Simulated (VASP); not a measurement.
# CsPbCl3 in VASP: single point with PBE

Aim: the single point of CsPbCl3 with PBE.

Everything below comes from runs of VASP 6.6.1. Logs are shortened: lines on timing, memory, paths and dates and some standing lists are left out, and cuts for length are marked.

## (1) The cell of the first run

The typed cell holds 5 atoms: a = 5.677 Å, b = 5.677 Å, c = 5.677 Å, α = 90.00°, β = 90.00°, γ = 90.00°.

## (2) Single point, PBE, non-collinear spin, zero start, spin-orbit coupling

INCAR reads:

```
SYSTEM = CsPbCl3
PREC = Accurate ; ENCUT = 520
EDIFF = 1E-7 ; ISMEAR = 0
SIGMA = 0.01 ; LREAL = .False.
LASPH = .True. ; NELM = 150
ALGO = Normal ; ISIF = 2
LWAVE = .False. ; LCHARG = .False.
LNONCOLLINEAR = .True. ; MAGMOM = 0 0 0 0 0 0 0 0 0 0 0 0 0 0 0
LORBIT = 11 ; LSORBIT = .True.
GGA_COMPAT = .False. ; LORBMOM = .True.
GGA = PE ; NBANDS = 59
```

KPOINTS reads:

```
regular mesh
0
Gamma
  4 4 4
  0 0 0
```

POSCAR reads:

```
CsPbCl3
1.0
    4.0141224310      2.3175546661      3.2773182345
   -4.0141224310      2.3175546661      3.2773182345
    0.0000000000     -4.6351093322      3.2773182345
Cs Pb Cl
1 1 3
Direct
    0.5000000000      0.5000000000      0.5000000000
    0.0000000000      0.0000000000      0.0000000000
    0.5000000000      0.0000514515      0.9999485485
    0.0000514515      0.9999485485      0.5000000000
    0.9999485485      0.5000000000      0.0000514515
```

Potentials or basis: VASP PAW PBE potentials, release 64 (Cs_sv, Pb_d, Cl).

Command:

```console
$ cat potpaw_PBE.64/Cs_sv/POTCAR potpaw_PBE.64/Pb_d/POTCAR potpaw_PBE.64/Cl/POTCAR > POTCAR
$ mpirun -np 1 vasp_ncl > vasp.out
```

OUTCAR:

```text
SYSTEM = CsPbCl3
   PREC = Accurate
   ENCUT = 520
   EDIFF = 1E-7
   ISMEAR = 0
   LREAL = .False.
   LASPH = .True.
   NELM = 150
   ISIF = 2
   LNONCOLLINEAR = .True.
   LORBIT = 11
   LSORBIT = .True.
   GGA = PE

 ion  position               nearest neighbor table
   1  0.500  0.500  0.500-
   2  0.000  0.000  0.000-   3 2.84   5 2.84   5 2.84   3 2.84   4 2.84   4 2.84
   3  0.500  0.000  1.000-   2 2.84   2 2.84
   4  0.000  1.000  0.500-   2 2.84   2 2.84
   5  1.000  0.500  0.000-   2 2.84   2 2.84

  LATTYP: Found a trigonal (rhomboedric) cell.
 ALAT       =     5.6767114892
 COS(alpha) =    -0.0000404794

  Lattice vectors:

 A1 = (   4.0141224310,   2.3175546661,   3.2773182345)
 A2 = (  -4.0141224310,   2.3175546661,   3.2773182345)
 A3 = (   0.0000000000,  -4.6351093322,   3.2773182345)

Analysis of symmetry for initial positions (statically):
=====================================================================
 Subroutine PRICEL returns:
 Original cell was already a primitive cell.

 Routine SETGRP: Setting up the symmetry group for a
 trigonal (rhombohedral) supercell.

 Subroutine GETGRP returns: Found  6 space group operations
 (whereof  6 operations were pure point group operations)
 out of a pool of 12 trial point group operations.

The static configuration has the point symmetry D_3 .

Analysis of symmetry for dynamics (positions and initial velocities):
=====================================================================
 Subroutine PRICEL returns:
 Original cell was already a primitive cell.

 Routine SETGRP: Setting up the symmetry group for a
 trigonal (rhombohedral) supercell.

 Subroutine GETGRP returns: Found  6 space group operations
 (whereof  6 operations were pure point group operations)
 out of a pool of 12 trial point group operations.

The dynamic configuration has the point symmetry D_3 .

Analysis of structural, dynamic, and magnetic symmetry:
=====================================================================
 Subroutine PRICEL returns:
 Original cell was already a primitive cell.

 Routine SETGRP: Setting up the symmetry group for a
 trigonal (rhombohedral) supercell.

 Subroutine GETGRP returns: Found  6 space group operations
 (whereof  6 operations were pure point group operations)
 out of a pool of 12 trial point group operations.

The overall configuration has the point symmetry D_3 .

 Subroutine INISYM returns: Found  6 space group operations
 (whereof  6 operations are pure point group operations),
 and found     1 'primitive' translations

[... 1127 lines left out ...]
  free  energy   TOTEN  =       -18.0323200040 eV

  energy  without entropy=      -18.0323200040  energy(sigma->0) =      -18.03232000

 orbital moment (x)

 # of ion     p       d       tot
 ----------------------------------------
  1         0.000   0.000   0.000
  2         0.000  -0.000  -0.000
  3         0.000   0.000   0.000
  4        -0.000   0.000  -0.000
  5         0.000   0.000   0.000
 ----------------------------------------
            0.000  -0.000   0.000

 orbital moment (y)

 # of ion     p       d       tot
 ----------------------------------------
  1         0.000   0.000   0.000
  2         0.000   0.000   0.000
  3        -0.000   0.000  -0.000
  4        -0.000   0.000  -0.000
  5         0.000   0.000   0.000
 ----------------------------------------
           -0.000   0.000  -0.000

 orbital moment (z)

 # of ion     p       d       tot
 ----------------------------------------
  1         0.000   0.000   0.000
  2         0.000   0.000   0.000
  3         0.000   0.000   0.000
  4         0.000   0.000   0.000
  5        -0.000   0.000  -0.000
 ----------------------------------------
            0.000   0.000   0.000

 Spin-Orbit-Coupling matrix elements

 Ion:    1  E_soc:     -0.3225629
 l=   1
     0.0000000    -0.0537525    -0.0537525
    -0.0537525     0.0000000    -0.0537525
    -0.0537525    -0.0537525     0.0000000
 l=   2
     0.0000000    -0.0000016     0.0000000    -0.0000016    -0.0000064
    -0.0000016     0.0000000    -0.0000048    -0.0000016    -0.0000016
     0.0000000    -0.0000048     0.0000000    -0.0000048     0.0000000
    -0.0000016    -0.0000016    -0.0000048     0.0000000    -0.0000016
    -0.0000064    -0.0000016     0.0000000    -0.0000016     0.0000000
 l=   3
     0.0000000     0.0000000     0.0000000     0.0000000     0.0000000     0.0000000     0.0000000
     0.0000000     0.0000000     0.0000000     0.0000000     0.0000000     0.0000000     0.0000000
     0.0000000     0.0000000     0.0000000     0.0000000     0.0000000     0.0000000     0.0000000
     0.0000000     0.0000000     0.0000000     0.0000000     0.0000000     0.0000000     0.0000000
[... 69 lines left out ...]
 l=   2
     0.0000000     0.0000000     0.0000000     0.0000000     0.0000000
     0.0000000     0.0000000     0.0000000     0.0000000     0.0000000
     0.0000000     0.0000000     0.0000000     0.0000000     0.0000000
     0.0000000     0.0000000     0.0000000     0.0000000     0.0000000
     0.0000000     0.0000000     0.0000000     0.0000000     0.0000000
 l=   3
     0.0000000     0.0000000     0.0000000     0.0000000     0.0000000     0.0000000     0.0000000
     0.0000000     0.0000000     0.0000000     0.0000000     0.0000000     0.0000000     0.0000000
     0.0000000     0.0000000     0.0000000     0.0000000     0.0000000     0.0000000     0.0000000
     0.0000000     0.0000000     0.0000000     0.0000000     0.0000000     0.0000000     0.0000000
     0.0000000     0.0000000     0.0000000     0.0000000     0.0000000     0.0000000     0.0000000
     0.0000000     0.0000000     0.0000000     0.0000000     0.0000000     0.0000000     0.0000000
     0.0000000     0.0000000     0.0000000     0.0000000     0.0000000     0.0000000     0.0000000

 total charge

# of ion       s       p       d       tot
------------------------------------------
    1        1.830   4.712   0.010   6.553
    2        1.516   0.431   9.860  11.806
    3        1.600   3.525   0.000   5.125
    4        1.600   3.525   0.000   5.125
    5        1.600   3.525   0.000   5.125
--------------------------------------------------
tot          8.145  15.719   9.870  33.733

 magnetization (x)

# of ion       s       p       d       tot
------------------------------------------
    1        0.000   0.000   0.000   0.000
    2       -0.000   0.000   0.000  -0.000
    3       -0.000  -0.000   0.000  -0.000
    4        0.000   0.000   0.000   0.000
    5       -0.000  -0.000   0.000  -0.000
--------------------------------------------------
tot         -0.000   0.000   0.000  -0.000

 magnetization (y)

# of ion       s       p       d       tot
------------------------------------------
    1        0.000   0.000   0.000   0.000
    2        0.000   0.000   0.000   0.000
    3        0.000   0.000   0.000   0.000
    4        0.000   0.000   0.000   0.000
    5       -0.000  -0.000   0.000  -0.000
--------------------------------------------------
tot         -0.000   0.000   0.000   0.000

 magnetization (z)

# of ion       s       p       d       tot
------------------------------------------
    1        0.000   0.000   0.000   0.000
    2        0.000   0.000   0.000   0.000
    3        0.000   0.000   0.000   0.000
    4        0.000   0.000   0.000   0.000
    5        0.000  -0.000   0.000  -0.000
--------------------------------------------------
tot          0.000  -0.000   0.000  -0.000
```

OSZICAR:

```text
N       E                     dE             d eps       ncg     rms          rms(c)
DAV:   1     0.428696690374E+03    0.42870E+03   -0.18703E+04  1888   0.134E+03
DAV:   2     0.479621679769E+02   -0.38073E+03   -0.36120E+03  2213   0.326E+02
DAV:   3    -0.158884304942E+02   -0.63851E+02   -0.62962E+02  2512   0.154E+02
DAV:   4    -0.187768161095E+02   -0.28884E+01   -0.28756E+01  2448   0.402E+01
DAV:   5    -0.189121637966E+02   -0.13535E+00   -0.13525E+00  2688   0.785E+00    0.508E+00
DAV:   6    -0.180561137154E+02    0.85605E+00   -0.15409E+00  2816   0.105E+01    0.334E+00
DAV:   7    -0.180162673059E+02    0.39846E-01   -0.56683E-01  2944   0.540E+00    0.188E+00
DAV:   8    -0.180302542535E+02   -0.13987E-01   -0.73947E-02  2776   0.231E+00    0.711E-01
DAV:   9    -0.180316080754E+02   -0.13538E-02   -0.38026E-03  2688   0.487E-01    0.199E-01
DAV:  10    -0.180320237183E+02   -0.41564E-03   -0.50796E-03  2856   0.557E-01    0.105E-01
DAV:  11    -0.180322958892E+02   -0.27217E-03   -0.10824E-03  2552   0.278E-01    0.185E-02
DAV:  12    -0.180323174493E+02   -0.21560E-04   -0.84258E-05  2688   0.641E-02    0.115E-02
DAV:  13    -0.180323200004E+02   -0.25511E-05   -0.72658E-06  2568   0.252E-02    0.560E-03
DAV:  14    -0.180323199853E+02    0.15064E-07   -0.13534E-06  2952   0.987E-03    0.282E-03
DAV:  15    -0.180323197591E+02    0.22628E-06   -0.47056E-07  2584   0.528E-03    0.232E-03
DAV:  16    -0.180323199439E+02   -0.18484E-06   -0.22298E-07  1888   0.397E-03    0.412E-04
DAV:  17    -0.180323200040E+02   -0.60154E-07   -0.41616E-08  1560   0.115E-03
   1 F= -.18032320E+02 E0= -.18032320E+02  d E =-.157757E-37  mag=    -0.0000    -0.0000    -0.0000
```

stdout:

```text
POSCAR found type information on POSCAR CsPbCl
 POSCAR found :  3 types and       5 ions
 scaLAPACK will be used
 LDA part: xc-table for (Slater+PW92), standard interpolation
 POSCAR, INCAR and KPOINTS ok, starting setup
 FFT: planning ... GRIDC
 FFT: planning ... GRID_SOFT
 FFT: planning ... GRID
 WAVECAR not read
 entering main loop
```

It took 13 min on 1 thread of Intel Xeon Platinum 8488C (Sapphire Rapids), shared host; peak memory 0.69 GiB.

Results:

```yaml
Free_energy: -18.0323 eV
Pressure: 0.7 GPa
Net_moment: 0.00 μB per cell
Valence_electrons_inside_the_program's_atomic_spheres: Cs 6.55; Pb 11.81; Cl 5.12
```

Moments on the atoms (μB; x, y, z):
```
Cs  0.00 0.00 0.00
Pb  0.00 0.00 0.00
Cl  0.00 0.00 0.00
Cl  0.00 0.00 0.00
Cl  0.00 0.00 0.00
```
